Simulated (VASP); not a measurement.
# Hg: relaxation of shape and atoms at fixed volume with PBE

Crystal: Hg.

```xyz
2
Lattice="2.8930 0.0000 0.0000 -1.4465 2.5054 0.0000 0.0000 0.0000 4.4896" Properties=species:S:1:pos:R:3 pbc="T T T"
Hg    0.0000    1.6703    1.1224
Hg    1.4465    0.8351    3.3672
```

```
Program                : VASP 6.6.1
Task                   : relaxation of shape and atoms at fixed volume
Functional             : PBE
Potentials or basis    : VASP PAW PBE potentials, release 64 (Hg)
Cutoff                 : 600 eV
k mesh                 : 14 × 14 × 8
Occupations            : fermi-dirac, width 0.05 eV
Spin                   : no spin polarisation
Dipole correction      : no
Further INCAR settings : ALGO = Normal; EDIFF = 1e-07; IBRION = 2; EDIFFG = -0.005; NSW = 50; ISIF = 4
```

```json
{
 "Energy gained by relaxing": "21.3 meV/atom",
 "Ionic steps": "6",
 "Pressure after relaxing": "60.9 GPa",
 "Band gap on the k mesh": "zero (bands 12 and 13 overlap by 1.92 eV)"
}
```

The path:
```tsv
step	energy change (eV)	largest force (eV/Å)	pressure (GPa)	volume (Å³)
1	0.0000	0.0000	61.88	32.54
2	-0.0285	0.0000	61.21	32.54
3	-0.0147	0.0000	61.88	32.54
4	-0.0418	0.0000	60.96	32.54
5	-0.0426	0.0000	60.94	32.54
6	-0.0426	0.0000	60.93	32.54
```

Final structure:
```yaml
crystal:
  lattice:
    - [2.82767, 0.00000, 0.00000]
    - [-1.41383, 2.44883, 0.00000]
    - [0.00000, 0.00000, 4.69944]
  atoms:
    - { symbol: Hg, position: [0.33333, 0.66667, 0.25000] }
    - { symbol: Hg, position: [0.66667, 0.33333, 0.75000] }
```

Levels at points of the mesh, in eV from the Fermi level:
| k point | band 8 | band 9 | band 10 | band 11 | band 12 | band 13 | band 14 | band 15 | band 16 |
| --- | --- | --- | --- | --- | --- | --- | --- | --- | --- |
| (0.00, 0.00, 0.00) | -8.47 | -8.47 | -7.18 | -7.18 | -4.38 | -1.42 | 13.03 | 14.53 | 15.42 |
| (0.50, 0.00, 0.00) | -6.96 | -6.93 | -6.76 | -3.73 | -2.67 | 2.55 | 3.92 | 3.96 | 7.52 |
| (0.00, 0.00, 0.50) | -9.27 | -7.61 | -7.61 | -7.61 | -7.61 | 7.58 | 7.58 | 13.38 | 13.38 |
| (0.50, 0.00, 0.50) | -7.24 | -6.83 | -6.83 | -3.07 | -3.07 | -0.08 | -0.08 | 10.92 | 10.92 |

Run time: 78 s on 1 thread of Intel(R) Xeon(R) 6975P-C (Granite Rapids), with other jobs on the host, peak memory 0.2 GiB.

Caveat: spin-orbit coupling is left out, which moves the levels of the heavy elements.
